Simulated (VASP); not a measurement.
# BN (P6_3mc) in VASP: further runs, part 2 of 2

VASP 6.6.1.

## Step 4: Single point, PBE (strain +3.0%)

Input file INCAR:

```
PREC = Accurate ; ENCUT = 520
EDIFF = 1E-6 ; ISMEAR = 0
SIGMA = 0.01 ; LREAL = False
LASPH = True ; NELM = 80
ALGO = Normal ; ISIF = 2
LWAVE = False ; LCHARG = False
GGA = PE ; NBANDS = 16
```

Input file KPOINTS:

```
Automatic mesh
0
Gamma
  6 6 4
```

Input file POSCAR:

```
BN
1.0
    2.6202684995      0.0000000000      0.0000000000
   -1.3101342498      2.2692190853      0.0000000000
    0.0000000000      0.0000000000      4.3340498018
B N
2 2
Direct
    0.3333333333      0.6666666667     -0.0001895886
    0.6666666667      0.3333333333      0.4998104114
    0.3333333333      0.6666666667      0.3751895886
    0.6666666667      0.3333333333      0.8751895886
```

Potentials or basis: VASP PAW PBE potentials, release 64 (B, N).

The run is started by

```sh
$ cat potpaw_PBE.64/B/POTCAR potpaw_PBE.64/N/POTCAR > POTCAR
$ mpirun -np 1 vasp_std > vasp.out
```

OUTCAR:

```text
PREC = Accurate
   ENCUT = 520
   EDIFF = 1E-6
   ISMEAR = 0
   LREAL = False
   LASPH = True
   NELM = 80
   ISIF = 2
   GGA = PE

 ion  position               nearest neighbor table
   1  0.333  0.667  1.000-   4 1.61   4 1.61   4 1.61   3 1.63
   2  0.667  0.333  0.500-   3 1.61   3 1.61   3 1.61   4 1.63
   3  0.333  0.667  0.375-   2 1.61   2 1.61   2 1.61   1 1.63
   4  0.667  0.333  0.875-   1 1.61   1 1.61   1 1.61   2 1.63

  LATTYP: Found a hexagonal cell.
 ALAT       =     2.6202684995
 C/A-ratio  =     1.6540479736

  Lattice vectors:

 A1 = (   2.6202684995,   0.0000000000,   0.0000000000)
 A2 = (  -1.3101342498,   2.2692190853,   0.0000000000)
 A3 = (   0.0000000000,   0.0000000000,   4.3340498018)

Analysis of symmetry for initial positions (statically):
=====================================================================
 Subroutine PRICEL returns:
 Original cell was already a primitive cell.

 Routine SETGRP: Setting up the symmetry group for a
 hexagonal supercell.

 Subroutine GETGRP returns: Found 12 space group operations
 (whereof  6 operations were pure point group operations)
 out of a pool of 24 trial point group operations.

The static configuration has the point symmetry C_3v.
 The point group associated with its full space group is C_6v.

Analysis of symmetry for dynamics (positions and initial velocities):
=====================================================================
 Subroutine PRICEL returns:
 Original cell was already a primitive cell.

 Routine SETGRP: Setting up the symmetry group for a
 hexagonal supercell.

 Subroutine GETGRP returns: Found 12 space group operations
 (whereof  6 operations were pure point group operations)
 out of a pool of 24 trial point group operations.

The dynamic configuration has the point symmetry C_3v.
 The point group associated with its full space group is C_6v.

 Subroutine INISYM returns: Found 12 space group operations
[... 117 lines left out ...]
     AMIX_MAG =   1.60;   BMIX_MAG =  1.00
  volume/ion in A,a.u.               =       6.44        43.48
  Fermi-wavevector in a.u.,A,eV,Ry     =   1.396613  2.639216 26.538547  1.950528
  Thomas-Fermi vector in A             =   2.519950
   LORBIT       =      0    0 simple, 1 ext, 2 COOP (PROOUT), +10 PAW based schemes
   GGA     = PE    functional components
   LHFCALC =     F    Hartree Fock is set to
   AEXX    =    0.0000 exact exchange contribution
   IVDW    =     0    specifies the selected vdW correction
   LEPSILON=     F    determine dielectric tensor
   LRPA    =     F    only Hartree local field effects (RPA)
 non-spin polarized calculation
 Gauss-broadening in eV      SIGMA  =   0.01
  energy-cutoff  :      520.00
  volume of cell :       25.77
 maximum number of plane-waves:       711
 NGX is ok and might be reduce to    20
   NGX =  9   NGY =  9   NGZ = 17

 number of electron      15.9999999 magnetization

 Free energy of the ion-electron system (eV)
  ---------------------------------------------------
  ext. energy  EPLUGINS =         0.00000000
  ---------------------------------------------------
  free energy    TOTEN  =       -34.67857014 eV

  energy without entropy =      -34.67857014  energy(sigma->0) =      -34.67857014

 E-fermi :   6.5525     XC(G=0): -12.3886

 val. band max:        6.4950905690   @ k =   0.0000   0.0000   0.0000
 cond. band min:      11.8520607089   @ k =   0.3333   0.3333   0.0000
 fundamental gap:      5.3569701399
 Fermi energy:         6.5524878890

 k-point     1 :       0.0000    0.0000    0.0000
  band No.  band energies     occupation
      1     -12.9247      2.00000
      2      -9.1669      2.00000
      3      -3.6009      2.00000
      4       4.5587      2.00000
      5       4.5587      2.00000
      6       6.3051      2.00000
[... 376 lines left out ...]
      3      -1.7961      2.00000
      4      -1.7961      2.00000
      5      -0.5358      2.00000
      6      -0.5358      2.00000
[... 8 lines left out ...]
     15      21.8301      0.00000
     16      21.8301      0.00000

------------------------ aborting loop because EDIFF is reached ----------------------------------------

  FORCE on cell =-STRESS in cart. coord.  units (eV):
  Direction    XX          YY          ZZ          XY          YZ          ZX
  --------------------------------------------------------------------------------------
  -------------------------------------------------------------------------------------
  Total       -3.9332180     -3.9332180     -3.9902398      0.0000000      0.0000000      0.0000000
  in kB     -244.5358151   -244.5358151   -248.0809760      0.0000000      0.0000000      0.0000000
  external PRESSURE =    -245.7175354 kB  Pullay stress =       0.0000000 kB

 VOLUME and BASIS-vectors are now :
 -----------------------------------------------------------------------------
  energy-cutoff  :      520.00
  volume of cell :       25.77
      direct lattice vectors                 reciprocal lattice vectors
     2.620268499  0.000000000  0.000000000     0.381640279  0.220340118  0.000000000
    -1.310134250  2.269219085  0.000000000     0.000000000  0.440680235  0.000000000
     0.000000000  0.000000000  4.334049802     0.000000000  0.000000000  0.230731082

 POSITION                                       TOTAL-FORCE (eV/Angst)
 -----------------------------------------------------------------------------------
     -0.00000      1.51281      4.33323         0.000000      0.000000      0.005394
      1.31013      0.75641      2.16620         0.000000      0.000000      0.005394
     -0.00000      1.51281      1.62609         0.000000     -0.000000     -0.005394
      1.31013      0.75641      3.79312        -0.000000      0.000000     -0.005394
 -----------------------------------------------------------------------------------
    total drift:                                0.000000      0.000000     -0.000053

  FREE ENERGIE OF THE ION-ELECTRON SYSTEM (eV)
  ---------------------------------------------------
  free  energy   TOTEN  =       -34.6785701435 eV

  energy  without entropy=      -34.6785701435  energy(sigma->0) =      -34.67857014
```

OSZICAR:

```text
N       E                     dE             d eps       ncg     rms          rms(c)
DAV:   1     0.362453889637E+02    0.36245E+02   -0.81604E+03   672   0.962E+02
DAV:   2    -0.341682783010E+02   -0.70414E+02   -0.66366E+02  1000   0.223E+02
DAV:   3    -0.363719975319E+02   -0.22037E+01   -0.22003E+01   752   0.363E+01
DAV:   4    -0.363777274875E+02   -0.57300E-02   -0.57298E-02   816   0.213E+00
DAV:   5    -0.363777448456E+02   -0.17358E-04   -0.17358E-04   720   0.109E-01    0.885E+00
DAV:   6    -0.347885485546E+02    0.15892E+01   -0.21679E+00   832   0.134E+01    0.411E+00
DAV:   7    -0.347014389164E+02    0.87110E-01   -0.26452E-01   808   0.416E+00    0.260E+00
DAV:   8    -0.346796579103E+02    0.21781E-01   -0.50042E-02   784   0.175E+00    0.258E-01
DAV:   9    -0.346782614800E+02    0.13964E-02   -0.18343E-03   768   0.512E-01    0.116E-01
DAV:  10    -0.346785597790E+02   -0.29830E-03   -0.56834E-04   784   0.180E-01    0.256E-02
DAV:  11    -0.346785688336E+02   -0.90546E-05   -0.31347E-05   848   0.548E-02    0.141E-02
DAV:  12    -0.346785700282E+02   -0.11946E-05   -0.59782E-06   792   0.238E-02    0.191E-03
DAV:  13    -0.346785701435E+02   -0.11530E-06   -0.18287E-07   352   0.417E-03
   1 F= -.34678570E+02 E0= -.34678570E+02  d E =-.385797E-18
```

Wall time 17 s (1 thread of Intel Xeon 8259CL, shared host); peak memory 0.13 GiB.

What came out:

| Item | Value |
| --- | --- |
| Free energy | -34.6786 eV |
| Pressure | -24.6 GPa |
| Largest force | 0.005 eV/Å |
| Band gap on the k mesh | 5.36 eV, indirect (least direct gap 7.87 eV) |

Forces in eV/Å, atoms in the order of the input:
```
B    0.000  0.000  0.005
B    0.000  0.000  0.005
N    0.000  0.000 -0.005
N    0.000  0.000 -0.005
```

Caveat: the k points lie up to 0.46 Å⁻¹ apart; the cell differs from its parent crystal (strain +3.0%).

## Step 5: Single point, PBE (strain +4.0%)

Input file INCAR:

```
PREC = Accurate ; ENCUT = 520
EDIFF = 1E-7 ; ISMEAR = 0
SIGMA = 0.01 ; LREAL = F
LASPH = T ; NELM = 60
ALGO = Normal ; ISIF = 2
LWAVE = F ; LCHARG = F
GGA = PE ; NBANDS = 16
```

KPOINTS is that of step 4.

Input file POSCAR:

```
BN
1.0
    2.6457079995      0.0000000000      0.0000000000
   -1.3228539998      2.2912503386      0.0000000000
    0.0000000000      0.0000000000      4.3761279552
B N
2 2
Direct
    0.3333333333      0.6666666667     -0.0003370436
    0.6666666667      0.3333333333      0.4996629564
    0.3333333333      0.6666666667      0.3753370436
    0.6666666667      0.3333333333      0.8753370436
```

The run is started by

```sh
$ cat potpaw_PBE.64/B/POTCAR potpaw_PBE.64/N/POTCAR > POTCAR
$ mpirun -np 1 vasp_std > vasp.out
```

Run time: 18 s. Hardware: 1 thread of Intel Xeon 8259CL, shared host; peak memory 0.13 GiB.

It converged, with:

```yaml
Free_energy: -34.5451 eV
Pressure: -32.2 GPa
Largest_force: 0.005 eV/Å
Band_gap_on_the_k_mesh: 5.40 eV, indirect (least direct gap 7.72 eV)
```

Forces in eV/Å, atoms in the order of the input:
```
B    0.000  0.000  0.005
B    0.000  0.000  0.005
N    0.000  0.000 -0.005
N    0.000  0.000 -0.005
```

Stress tensor (GPa, compression positive):
```
-32.10   0.00   0.00
  0.00 -32.10   0.00
  0.00   0.00 -32.33
```

Levels at points of the mesh, in eV from the valence-band top:
| k point | band 4 | band 5 | band 6 | band 7 | band 8 | band 9 | band 10 | band 11 | band 12 | band 13 |
| --- | --- | --- | --- | --- | --- | --- | --- | --- | --- | --- |
| (0.00, 0.00, 0.00) | -1.88 | -1.88 | -0.16 | 0.00 | 0.00 | 7.82 | 7.93 | 7.93 | 8.18 | 9.20 |
| (0.50, 0.00, 0.00) | -7.16 | -6.23 | -4.42 | -3.81 | -1.89 | 6.31 | 7.63 | 10.07 | 10.25 | 11.81 |
| (0.00, 0.00, 0.50) | -5.21 | -1.04 | -1.04 | -1.04 | -1.04 | 8.43 | 8.43 | 9.33 | 9.33 | 9.33 |
| (0.50, 0.00, 0.50) | -9.09 | -3.34 | -3.34 | -3.16 | -3.16 | 6.17 | 6.17 | 9.25 | 9.25 | 13.21 |

Caveat: the k points lie up to 0.46 Å⁻¹ apart; the cell differs from its parent crystal (strain +4.0%). A k mesh can miss the band edges.

## Step 6: The runs side by side

| cell | gap on the mesh (eV) | pressure (GPa) | largest force (eV/Å) |
| --- | --- | --- | --- |
| a = 2.569, b = 2.569, c = 4.250 Å, angles 90.0, 90.0, 120.0°, 4 atoms | 5.25 | -6.1 | 0.01 |
| a = 2.595, b = 2.595, c = 4.292 Å, angles 90.0, 90.0, 120.0°, 4 atoms | 5.31 | -15.9 | 0.01 |
| a = 2.620, b = 2.620, c = 4.334 Å, angles 90.0, 90.0, 120.0°, 4 atoms | 5.36 | -24.6 | 0.01 |
| a = 2.646, b = 2.646, c = 4.376 Å, angles 90.0, 90.0, 120.0°, 4 atoms | 5.40 | -32.2 | 0.01 |

Alike in all rows: task single point; level PBE; potentials or basis VASP PAW PBE potentials, release 64 (B, N); no spin polarisation; k mesh 6 × 6 × 4; cutoff (eV) 520; smearing gaussian 0.01 eV.

Caveats: all runs use coarse meshes.

Absolute energies hang on the potentials; compare differences alone.
